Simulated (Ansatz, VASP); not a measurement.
Two plane-wave programs on MgO

Contents of POSCAR:

```
MgO
1.0
    0.0000000000      2.1021680256      2.1021680256
    2.1021680256      0.0000000000      2.1021680256
    2.1021680256      2.1021680256      0.0000000000
Mg O
1 1
Direct
    0.0000000000      0.0000000000      0.0000000000
    0.5000000000      0.5000000000      0.5000000000
```

File INCAR.step1:

```
SYSTEM = MgO
PREC = Accurate
ENCUT = 520
EDIFF = 1E-5
ISMEAR = 0
SIGMA = 0.01
LREAL = .False.
LASPH = .True.
NELM = 60
ALGO = Normal
ISIF = 2
LWAVE = .True.
LCHARG = .False.
GGA = PE
NBANDS = 11
```

File INCAR.step2:

```
SYSTEM = MgO
PREC = Accurate
ENCUT = 520
EDIFF = 1E-7
ISMEAR = 0
SIGMA = 0.01
LREAL = .False.
LASPH = .True.
NELM = 60
ALGO = Normal
ISIF = 2
LWAVE = .False.
LCHARG = .False.
GGA = PE
LHFCALC = .True.
AEXX = 0.35
HFSCREEN = 0.2078
PRECFOCK = Normal
ISTART = 1
NBANDS = 11
```

File KPOINTS:

```
Automatic mesh
0
Gamma
  6 6 6
  0 0 0
```

Input for Ansatz:

```yaml
crystal:
  lattice:
    - [0.0, 2.1021680256, 2.1021680256]
    - [2.1021680256, 0.0, 2.1021680256]
    - [2.1021680256, 2.1021680256, 0.0]
  atoms:
    - { symbol: Mg, position: [0.0, 0.0, 0.0] }
    - { symbol: O, position: [0.5, 0.5, 0.5] }
kpoints:
  mp_grid: { grid: [6, 6, 6] }
hamiltonian:
  xc:
    exchange: pbe
    correlation: pbe
    exx: { coeff: 0.35, omega: 0.2078 }
scf:
  occupations: { method: fixed }
  n_extra_bands: 4
output:
  forces: true
  stress: true
  eigenvalues: true
```

Alike in both runs: task single point; functional PBE-based screened hybrid; k mesh 6 × 6 × 6; no spin polarisation.

```csv
,VASP,Ansatz
version,VASP 6.6.1,Ansatz 0.2.0
potentials or method,"VASP PAW PBE potentials, release 64 (Mg, O)",plane waves
plane-wave cutoff (eV),520,420
occupations,"gaussian, width 0.01 eV",fixed
valence electrons in the cell,8,16
```

```tsv
	VASP	Ansatz	Ansatz less VASP
gap on the k mesh at the Fermi level (eV)	7.21	7.27	+0.059
pressure (GPa)	-2.8	-2.6	+0.13
```

VASP's potentials were made for PBE, not for PBE-based screened hybrid. VASP's potentials hold 8 valence electrons a cell and Ansatz's 16, so a difference there can come from the potentials and not from the codes. Ansatz's warnings: stress exchange threshold loose, stress scf threshold loose.

The k mesh is coarse, so the values compare programs but aren't converged.
